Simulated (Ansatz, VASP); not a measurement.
## One calculation of ZnS, two programs

Contents of INCAR:

```
PREC = Accurate
ENCUT = 520
EDIFF = 1E-6
ISMEAR = 0
SIGMA = 0.01
LREAL = False
LASPH = True
NELM = 100
ALGO = Normal
ISIF = 2
LWAVE = False
LCHARG = False
GGA = B5
ALDAX = 1.0
AGGAX = 1.0
AGGAC = 1.0
ALDAC = 0.0
NBANDS = 16
```

KPOINTS

```
regular mesh
0
Gamma
  6 6 6
```

Contents of POSCAR:

```
ZnS
1.0
    0.0000000000      2.7020000000      2.7020000000
    2.7020000000      0.0000000000      2.7020000000
    2.7020000000      2.7020000000      0.0000000000
Zn S
1 1
Direct
    0.2500000000      0.2500000000      0.2500000000
    0.0000000000      0.0000000000      0.0000000000
```

Input for Ansatz:

```yaml
crystal:
  lattice:
    - [0.0, 2.702, 2.702]
    - [2.702, 0.0, 2.702]
    - [2.702, 2.702, 0.0]
  atoms:
    - { symbol: Zn, position: [0.25, 0.25, 0.25] }
    - { symbol: S, position: [0.0, 0.0, 0.0] }
basis:
  ecutwfc: 489.804952427784
kpoints:
  mp_grid:
    grid: [6, 6, 6]
    shift: [0.0, 0.0, 0.0]
hamiltonian:
  xc: blyp
  pseudopotentials:
    kind: paw
scf:
  occupations:
    method: fixed
output:
  stress: true
```

Alike in both runs: task single point; functional BLYP; k mesh 6 × 6 × 6; no spin polarisation.

|  | VASP | Ansatz |
| --- | --- | --- |
| version | VASP 6.6.1 | Ansatz 0.2.0 |
| potentials or method | VASP PAW PBE potentials, release 64 (Zn, S), cutoff 520 eV | plane waves, PAW |
| occupations | gaussian, width 0.01 eV | fixed |
| valence electrons in the cell | 18 | 18 |

|  | VASP | Ansatz | Ansatz less VASP |
| --- | --- | --- | --- |
| pressure (GPa) | 5.5 | 5.4 | -0.10 |

VASP's potentials were made for PBE, not for BLYP.
